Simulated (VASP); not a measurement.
P4C: relaxation of cell and atoms with PBE

Crystal: P4C.

```
P C
1.0
    -2.86130    2.86130    2.86130
     2.86130   -2.86130    2.86130
     2.86130    2.86130   -2.86130
P C
4 1
Direct
  0.00000 0.00000 0.50000
  0.50000 0.00000 0.00000
  0.00000 0.50000 0.00000
  0.50000 0.50000 0.50000
  0.00000 0.00000 0.00000
```

- Program: VASP 6.6.1
- Task: relaxation of cell and atoms
- Functional: PBE
- Potentials or basis: VASP PAW PBE potentials, release 64 (P, C)
- Cutoff: 600 eV
- k mesh: 4 × 4 × 4
- Occupations: gaussian, width 0.1 eV
- Spin: collinear spin, ferromagnetic start
- Starting moments: [0.0, 0.0, 0.0, 0.0, 1.0] μB
- Dipole correction: no
- Further INCAR settings: ALGO = Normal; EDIFF = 1e-06; IBRION = 2; EDIFFG = -0.04; NSW = 90; ISIF = 3

```yaml
Relaxed_volume: 13.48 Å³/atom
Relaxed_cell: a = 4.440 Å, b = 4.440 Å, c = 4.440 Å, α = 109.47°, β = 109.47°, γ = 109.47°
Space_group_after_relaxing_to_0.05_Å: Im-3m (No. 229)
Energy_gained_by_relaxing: 374.8 meV/atom
Ionic_steps: 3
Pressure_after_relaxing: -0.1 GPa
Band_gap_on_the_k_mesh: zero (filled and empty bands overlap)
Net_moment: 0.00 μB per cell
Valence_electrons_inside_the_program's_atomic_spheres: P 2.33; C 2.26
```

Step by step:
```tsv
step	energy change (eV)	largest force (eV/Å)	pressure (GPa)	volume (Å³)
1	0.0000	0.0000	-16.55	93.70
2	-1.8441	0.0000	-3.74	69.82
3	-1.8741	0.0000	-0.08	67.38
```

Final structure:
```xyz
5
Lattice="-2.5634 2.5634 2.5634 2.5634 -2.5634 2.5634 2.5634 2.5634 -2.5634" Properties=species:S:1:pos:R:3 pbc="T T T"
P     1.2817    1.2817   -1.2817
P    -1.2817    1.2817    1.2817
P     1.2817   -1.2817    1.2817
P     1.2817    1.2817    1.2817
C     0.0000    0.0000    0.0000
```

Levels at points of the mesh, in eV from the Fermi level:
Spin up:
```csv
k point,band 8,band 9,band 10,band 11,band 12,band 13,band 14,band 15,band 16,band 17
"(0.00, 0.00, 0.00)",-7.46,-4.68,-4.68,-4.68,1.52,1.52,2.52,2.52,2.52,6.41
"(0.50, 0.00, 0.00)",-3.30,-2.30,-1.70,-0.78,-0.30,0.30,0.36,1.38,2.30,4.57
"(0.50, 0.50, 0.50)",-2.47,-2.47,-2.47,-0.39,-0.39,-0.39,1.98,5.81,5.81,5.81
```
Spin down:
```csv
k point,band 10,band 11,band 12,band 13,band 14,band 15
"(0.00, 0.00, 0.00)",-4.68,-4.68,1.52,1.52,2.52,2.52
"(0.50, 0.00, 0.00)",-1.70,-0.78,-0.30,0.30,0.36,1.38
"(0.50, 0.50, 0.50)",-2.47,-0.39,-0.39,-0.39,1.98,5.81
```

It took 41 s on 1 thread of Intel(R) Xeon(R) 6975P-C (Granite Rapids) (shared host), peak memory 0.28 GiB.

Caveat: the k points lie up to 0.43 Å⁻¹ apart in the final cell; the volume moved by over 15 % at a fixed basis, so the end points are rough.
